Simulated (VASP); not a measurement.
Here is a VASP 6.6.1 calculation.

File INCAR:

```
SYSTEM = Zr
PREC     = Accurate       ! precision mode
ENCUT    = 600            ! plane-wave cutoff, eV
EDIFF    = 1E-6           ! SCF threshold, eV
ISMEAR   = 0              ! smearing method
SIGMA    = 0.1            ! smearing width, eV
LREAL    = .FALSE.        ! projectors in reciprocal space
LASPH    = .TRUE.         ! aspherical terms in the spheres
NELM     = 100            ! most SCF steps
ALGO     = Fast           ! electronic algorithm
ISIF     = 3              ! what is computed and relaxed
LWAVE    = .FALSE.        ! write WAVECAR
LCHARG   = .FALSE.        ! write CHGCAR
GGA      = PE             ! functional
IBRION   = 2              ! ionic algorithm
NSW      = 100            ! ionic steps
EDIFFG   = -0.005         ! ionic threshold
```

File KPOINTS:

```
regular mesh
0
G
  16 16 16
  0 0 0
```

The input POSCAR:

```
Zr
1.0
   -1.8100000000      1.8100000000      1.8100000000
    1.8100000000     -1.8100000000      1.8100000000
    1.8100000000      1.8100000000     -1.8100000000
Zr
1
Direct
    0.0000000000      0.0000000000      0.0000000000
```

Potentials or basis: VASP PAW PBE potentials, release 64 (Zr_sv).

Command:

```sh
$ cat potpaw_PBE.64/Zr_sv/POTCAR > POTCAR
$ mpirun -np 1 vasp_std > vasp.out
```

Question: Predict the relaxed cell.

Answer: a = 3.096 Å, b = 3.096 Å, c = 3.096 Å, α = 109.47°, β = 109.47°, γ = 109.47°.

Question: Predict the band gap on the k mesh.

Answer: Zero (band 6 reaches 10.05 eV, above the bottom of band 7 at 8.17 eV).

The path:
| step | energy change (eV) | largest force (eV/Å) | pressure (GPa) | volume (Å³) |
| --- | --- | --- | --- | --- |
| 1 | 0.0000 | 0.0000 | -3.10 | 23.72 |
| 2 | -0.0030 | 0.0000 | 2.75 | 22.18 |
| 3 | -0.0087 | 0.0000 | 0.00 | 22.85 |
